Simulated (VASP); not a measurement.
# Bi2Te3 (R-3m) in VASP: notebook

Runs on Bi2Te3. Level: PBEsol. Tasks: single point.

Everything below comes from runs of VASP 6.6.1. Logs are shortened: lines on timing, memory, paths and dates and some standing lists are left out, and cuts for length are marked.

**What was measured.**

From “Vacancy and Antisite-Induced Ferromagnetism in Liquid-Phase Exfoliated Bi2Te3”, 2024, arxiv:2412.10539, for a bulk crystal of Bi2Te3: band gap 0.17 eV.

How close the calculation comes is told below.

## (1) The cell of the first run

Symmetry: R-3m, No. 166, trigonal system. Conventional cell: a = 4.386 Å, b = 4.386 Å, c = 29.277 Å, α = 90.00°, β = 90.00°, γ = 120.00°. Within 4.0 Å of Bi (site symmetry 3m) lie 6 Te at 3.04 to 3.20 Å. Within 4.0 Å of Te (site symmetry 3m) lie 3 Bi at 3.04 Å and 3 Te at 3.56 Å. Within 4.2 Å of Te (site symmetry -3m) lie 6 Bi at 3.20 Å.

## (2) Single point, PBEsol

The input, INCAR:

```
PREC = Accurate
ENCUT = 520
EDIFF = 1E-6
ISMEAR = -1
SIGMA = 0.05
LREAL = False
LASPH = True
NELM = 60
ALGO = Normal
ISIF = 2
LWAVE = False
LCHARG = False
GGA = PS
NBANDS = 32
```

The input, KPOINTS:

```
regular mesh
0
Gamma
  6 6 6
```

The input, POSCAR:

```
Bi2Te3
1.0
    2.1930000000      1.2661291403      9.7590400000
   -2.1930000000      1.2661291403      9.7590400000
    0.0000000000     -2.5322582807      9.7590400000
Bi Te
2 3
Direct
    0.6000000000      0.6000000000      0.6000000000
    0.4000000000      0.4000000000      0.4000000000
    0.7905000000      0.7905000000      0.7905000000
    0.2095000000      0.2095000000      0.2095000000
    0.0000000000      0.0000000000      0.0000000000
```

Potentials or basis: VASP PAW PBE potentials, release 64 (Bi_d, Te).

On the command line:

```
$ cat potpaw_PBE.64/Bi_d/POTCAR potpaw_PBE.64/Te/POTCAR > POTCAR
$ mpirun -np 1 vasp_std > vasp.out
```

OUTCAR:

```text
PREC = Accurate
   ENCUT = 520
   EDIFF = 1E-6
   ISMEAR = -1
   LREAL = False
   LASPH = True
   NELM = 60
   ISIF = 2
   GGA = PS

 ion  position               nearest neighbor table
   1  0.600  0.600  0.600-   4 3.04   4 3.04   4 3.04   5 3.20   5 3.20   5 3.20
   2  0.400  0.400  0.400-   3 3.04   3 3.04   3 3.04   5 3.20   5 3.20   5 3.20
   3  0.791  0.791  0.791-   2 3.04   2 3.04   2 3.04   4 3.56   4 3.56   4 3.56
   4  0.209  0.209  0.209-   1 3.04   1 3.04   1 3.04   3 3.56   3 3.56   3 3.56
   5  0.000  0.000  0.000-   1 3.20   2 3.20   1 3.20   1 3.20   2 3.20   2 3.20

  LATTYP: Found a trigonal (rhomboedric) cell.
 ALAT       =    10.0822216660
 COS(alpha) =     0.9053774221

  Lattice vectors:

 A1 = (   2.1930000000,   1.2661291403,   9.7590400000)
 A2 = (  -2.1930000000,   1.2661291403,   9.7590400000)
 A3 = (   0.0000000000,  -2.5322582807,   9.7590400000)

Analysis of symmetry for initial positions (statically):
=====================================================================
 Subroutine PRICEL returns:
 Original cell was already a primitive cell.

 Routine SETGRP: Setting up the symmetry group for a
 trigonal (rhombohedral) supercell.

 Subroutine GETGRP returns: Found 12 space group operations
 (whereof 12 operations were pure point group operations)
 out of a pool of 12 trial point group operations.

The static configuration has the point symmetry D_3d.

Analysis of symmetry for dynamics (positions and initial velocities):
=====================================================================
 Subroutine PRICEL returns:
 Original cell was already a primitive cell.

 Routine SETGRP: Setting up the symmetry group for a
 trigonal (rhombohedral) supercell.

 Subroutine GETGRP returns: Found 12 space group operations
 (whereof 12 operations were pure point group operations)
 out of a pool of 12 trial point group operations.

The dynamic configuration has the point symmetry D_3d.

 Subroutine INISYM returns: Found 12 space group operations
 (whereof 12 operations are pure point group operations),
 and found     1 'primitive' translations

----------------------------------------------------------------------------------------

                                     Primitive cell

  volume of cell :     162.5829

  direct lattice vectors                    reciprocal lattice vectors
     2.193000000  1.266129140  9.759040000     0.227998176  0.131634808  0.034156365
    -2.193000000  1.266129140  9.759040000    -0.227998176  0.131634808  0.034156365
     0.000000000 -2.532258281  9.759040000     0.000000000 -0.263269617  0.034156365

  length of vectors
[... 92 lines left out ...]
   IBRION =     -1    ionic relax: 0-MD 1-quasi-New 2-CG
   NFREE  =      0    steps in history (QN), initial steepest desc. (CG)
   ISIF   =      2    stress and relaxation
   ISYM   =      2    0-nonsym 1-usesym 2-fastsym
   POTIM  = 0.5000    time-step for ionic-motion
   TEBEG  =    0.0;   TEEND  =   0.0 temperature during run
   PSTRESS=    0.0 pullay stress
   NELECT =      48.0000    total number of electrons
   NUPDOWN=      -1.0000    fix difference up-down
   EMIN   =  10.00;   EMAX   =-10.00  energy-range for DOS
   EFERMI =   0.00;   METHOD = LEGACY
   ISMEAR =    -1;   SIGMA  =   0.05  broadening in eV -4-tet -1-fermi 0-gaus
   EFERMI_NEDOS =   21; number of points for ismear=-14 and -15
   IALGO  =     38    algorithm
   IMIX   =      4    mixing-type and parameters
     AMIX     =   0.40;   BMIX     =  1.00
     AMIX_MAG =   1.60;   BMIX_MAG =  1.00
  volume/ion in A,a.u.               =      32.52       219.43
  Fermi-wavevector in a.u.,A,eV,Ry     =   1.090093  2.059977 16.167843  1.188303
  Thomas-Fermi vector in A             =   2.226310
   LORBIT       =      0    0 simple, 1 ext, 2 COOP (PROOUT), +10 PAW based schemes
   GGA     = PS    functional components
   LHFCALC =     F    Hartree Fock is set to
   AEXX    =    0.0000 exact exchange contribution
   IVDW    =     0    specifies the selected vdW correction
   LEPSILON=     F    determine dielectric tensor
   LRPA    =     F    only Hartree local field effects (RPA)
 non-spin polarized calculation
  energy-cutoff  :      520.00
  volume of cell :      162.58
 maximum number of plane-waves:      4402
 NGX is ok and might be reduce to    80
   NGX = 37   NGY = 37   NGZ = 37

 number of electron      47.9999996 magnetization

 Free energy of the ion-electron system (eV)
  ---------------------------------------------------
  ext. energy  EPLUGINS =         0.00000000
  ---------------------------------------------------
  free energy    TOTEN  =       -20.25543325 eV

  energy without entropy =      -20.25469186  energy(sigma->0) =      -20.25506255

 E-fermi :   6.5847     XC(G=0):  -9.6714

 val. band max:        6.5367974764   @ k =   0.0000   0.0000   0.0000
 cond. band min:       6.6231032012   @ k =   0.0000   0.0000   0.0000
 fundamental gap:      0.0863057248
 Fermi energy:         6.5846530982

 k-point     1 :       0.0000    0.0000    0.0000
  band No.  band energies     occupation
      1     -16.5616      2.00000
      2     -16.5616      2.00000
      3     -16.5594      2.00000
      4     -16.5594      2.00000
      5     -16.5477      2.00000
      6     -16.5461      2.00000
[... 829 lines left out ...]
     31      11.6119      0.00000
     32      11.8509      0.00000

 [... further k-points ...]

------------------------ aborting loop because EDIFF is reached ----------------------------------------

  FORCE on cell =-STRESS in cart. coord.  units (eV):
  Direction    XX          YY          ZZ          XY          YZ          ZX
  --------------------------------------------------------------------------------------
  -------------------------------------------------------------------------------------
  Total        1.4387519      1.4387519      2.5674319      0.0000000     -0.0000000      0.0000000
  in kB       14.1782132     14.1782132     25.3008163      0.0000000     -0.0000000      0.0000000
  external PRESSURE =      17.8857476 kB  Pullay stress =       0.0000000 kB

 VOLUME and BASIS-vectors are now :
 -----------------------------------------------------------------------------
  energy-cutoff  :      520.00
  volume of cell :      162.58
      direct lattice vectors                 reciprocal lattice vectors
     2.193000000  1.266129140  9.759040000     0.227998176  0.131634808  0.034156365
    -2.193000000  1.266129140  9.759040000    -0.227998176  0.131634808  0.034156365
     0.000000000 -2.532258281  9.759040000     0.000000000 -0.263269617  0.034156365

 POSITION                                       TOTAL-FORCE (eV/Angst)
 -----------------------------------------------------------------------------------
      0.00000     -0.00000     17.56627         0.000000     -0.000000      0.072595
      0.00000     -0.00000     11.71085         0.000000      0.000000     -0.072595
      0.00000     -0.00000     23.14356         0.000000     -0.000000      0.248330
      0.00000     -0.00000      6.13356         0.000000      0.000000     -0.248330
      0.00000      0.00000      0.00000         0.000000     -0.000000      0.000000
 -----------------------------------------------------------------------------------
    total drift:                               -0.000000     -0.000000     -0.000000

  FREE ENERGIE OF THE ION-ELECTRON SYSTEM (eV)
  ---------------------------------------------------
  free  energy   TOTEN  =       -20.2554332464 eV

  energy  without entropy=      -20.2546918623  energy(sigma->0) =      -20.25506255
```

OSZICAR:

```text
N       E                     dE             d eps       ncg     rms          rms(c)
DAV:   1     0.434828725683E+03    0.43483E+03   -0.21764E+04  2056   0.146E+03
DAV:   2     0.262631793482E+02   -0.40857E+03   -0.39229E+03  2144   0.381E+02
DAV:   3    -0.185468219656E+02   -0.44810E+02   -0.42590E+02  2672   0.137E+02
DAV:   4    -0.204048002380E+02   -0.18580E+01   -0.18520E+01  2304   0.296E+01
DAV:   5    -0.204984952689E+02   -0.93695E-01   -0.93687E-01  3080   0.669E+00    0.861E+00
DAV:   6    -0.202589050716E+02    0.23959E+00   -0.29460E-01  2784   0.436E+00    0.614E+00
DAV:   7    -0.202596032369E+02   -0.69817E-03   -0.20228E-01  2640   0.211E+00    0.792E-01
DAV:   8    -0.202558452464E+02    0.37580E-02   -0.29600E-02  2336   0.107E+00    0.532E-01
DAV:   9    -0.202553422290E+02    0.50302E-03   -0.37663E-03  2464   0.377E-01    0.361E-01
DAV:  10    -0.202554403063E+02   -0.98077E-04   -0.70845E-04  2232   0.145E-01    0.716E-02
DAV:  11    -0.202554307491E+02    0.95572E-05   -0.60954E-05  2472   0.583E-02    0.285E-02
DAV:  12    -0.202554344459E+02   -0.36968E-05   -0.33232E-05  2424   0.229E-02    0.231E-02
DAV:  13    -0.202554331498E+02    0.12961E-05   -0.24427E-06  1816   0.109E-02    0.745E-03
DAV:  14    -0.202554332464E+02   -0.96583E-07   -0.53368E-07  1248   0.500E-03
   1 F= -.20255433E+02 E0= -.20255063E+02  d E =-.741384E-03
```

stdout:

```text
POSCAR found type information on POSCAR BiTe
 POSCAR found :  2 types and       5 ions
 scaLAPACK will be used
 -----------------------------------------------------------------------------
|                                                                             |
|                                                                             |
|     You enforced a specific xc type in the INCAR file but a different       |
|     I HOPE YOU KNOW WHAT YOU ARE DOING!                                     |
|                                                                             |
 -----------------------------------------------------------------------------

 LDA part: xc-table for (Slater+PW92), standard interpolation
 POSCAR, INCAR and KPOINTS ok, starting setup
 FFT: planning ... GRIDC
 FFT: planning ... GRID_SOFT
 FFT: planning ... GRID
 WAVECAR not read
 entering main loop
```

It took 7.5 min on 1 thread of AMD EPYC 9R45 (Zen 5), shared host; peak memory 0.93 GiB.

What came out:

```yaml
Free_energy: -20.2554 eV
Pressure: 1.8 GPa
Largest_force: 0.248 eV/Å
Band_gap_on_the_k_mesh: 0.09 eV
```

Forces in eV/Å, atoms in the order of the input:
```
Bi   0.000  0.000  0.073
Bi   0.000  0.000 -0.073
Te   0.000  0.000  0.248
Te   0.000  0.000 -0.248
Te   0.000  0.000  0.000
```

Stress tensor (GPa, compression positive):
```
1.42 0.00 0.00
0.00 1.42 0.00
0.00 0.00 2.53
```

Levels at points of the mesh, in eV from the valence-band top:
```csv
k point,band 21,band 22,band 23,band 24,band 25,band 26,band 27,band 28
"(0.00, 0.00, 0.00)",-1.91,-1.00,-1.00,0.00,0.09,0.50,0.50,1.87
"(0.50, 0.00, 0.00)",-3.15,-2.43,-0.93,-0.44,0.55,1.06,2.76,3.14
"(0.50, 0.50, 0.00)",-2.10,-1.80,-1.69,-0.72,1.08,1.50,2.23,2.79
"(0.50, 0.50, 0.50)",-1.59,-1.35,-1.35,-0.43,0.72,1.09,1.09,1.59
```

Caveat: the PAW data sets were made with another functional, which shifts forces and pressure a little; spin-orbit coupling is left out, which moves the levels of the heavy elements. A k mesh can miss the band edges.

## (3) Single point, PBEsol

This run uses another cell than the first one, of 33.19 Å³/atom.

The input, INCAR:

```
SYSTEM = Bi2Te3
ALGO     = Normal         ! electronic algorithm
EDIFF    = 1E-6           ! SCF threshold, eV
ENCUT    = 520            ! plane-wave cutoff, eV
GGA      = PS             ! functional
ISIF     = 2              ! what is computed and relaxed
ISMEAR   = -1             ! smearing method
LASPH    = .TRUE.         ! aspherical terms in the spheres
LCHARG   = .TRUE.         ! write CHGCAR
LELF     = .TRUE.         ! ELF
LREAL    = .FALSE.        ! projectors in reciprocal space
LVHAR    = .TRUE.       
LWAVE    = .FALSE.        ! write WAVECAR
NBANDS   = 32             ! bands
NELM     = 100            ! most SCF steps
PREC     = Accurate       ! precision mode
SIGMA    = 0.05           ! smearing width, eV
```

The input, KPOINTS:

```
k-points
0
G
  6 6 6
  0 0 0
```

POSCAR: that of step 2 with these lines changed.

```diff
@@ -2,5 +2,5 @@
 1.0
-    2.1930000000      1.2661291403      9.7590400000
-   -2.1930000000      1.2661291403      9.7590400000
-    0.0000000000     -2.5322582807      9.7590400000
+    2.1930000000      1.2661291403      9.9623533334
+   -2.1930000000      1.2661291403      9.9623533334
+    0.0000000000     -2.5322582807      9.9623533334
 Bi Te
```

Potentials or basis: VASP PAW PBE potentials, release 64 (Bi_d, Te).

On the command line:

```
$ cat potpaw_PBE.64/Bi_d/POTCAR potpaw_PBE.64/Te/POTCAR > POTCAR
$ mpirun -np 1 vasp_std > vasp.out
```

Wall time 8.1 min (1 thread of AMD EPYC 9R45 (Zen 5), shared host); peak memory 0.93 GiB.

The run converged. Its results:

| Property | Result |
| --- | --- |
| Free energy | -20.2915 eV |
| Pressure | 0.5 GPa |
| Largest force | 0.080 eV/Å |
| Band gap on the k mesh | 0.16 eV |

Forces in eV/Å, atoms in the order of the input:
```
Bi   0.000  0.000  0.026
Bi   0.000  0.000 -0.026
Te   0.000  0.000  0.080
Te   0.000  0.000 -0.080
Te   0.000  0.000  0.000
```

Stress tensor (GPa, compression positive):
```
0.39 0.00 0.00
0.00 0.39 0.00
0.00 0.00 0.82
```

Levels at points of the mesh, in eV from the valence-band top:
| k point | band 21 | band 22 | band 23 | band 24 | band 25 | band 26 | band 27 | band 28 |
| --- | --- | --- | --- | --- | --- | --- | --- | --- |
| (0.00, 0.00, 0.00) | -1.80 | -0.93 | -0.93 | 0.00 | 0.16 | 0.57 | 0.57 | 1.90 |
| (0.50, 0.00, 0.00) | -3.03 | -2.43 | -0.92 | -0.47 | 0.53 | 1.05 | 2.75 | 2.95 |
| (0.50, 0.50, 0.00) | -2.06 | -1.81 | -1.62 | -0.85 | 0.94 | 1.49 | 2.13 | 2.70 |
| (0.50, 0.50, 0.50) | -1.50 | -1.25 | -1.25 | -0.44 | 0.76 | 1.10 | 1.10 | 1.63 |

Caveat: the PAW data sets were made with another functional, which shifts forces and pressure a little; spin-orbit coupling is left out, which moves the levels of the heavy elements.

## (4) How close it comes

Step 3. Measured gap of Bi2Te3: 0.17 eV (quoted in “Vacancy and Antisite-Induced Ferromagnetism in Liquid-Phase Exfoliated Bi2Te3”, 2024, arxiv:2412.10539). This calculation gives 0.16 eV (-0.01 eV). Spin-orbit coupling on Bi, Te is left out. The value is that of PBEsol on a finite k mesh, which can miss the band edges, without temperature or zero-point motion. Semilocal functionals fall short of measured gaps as a rule.
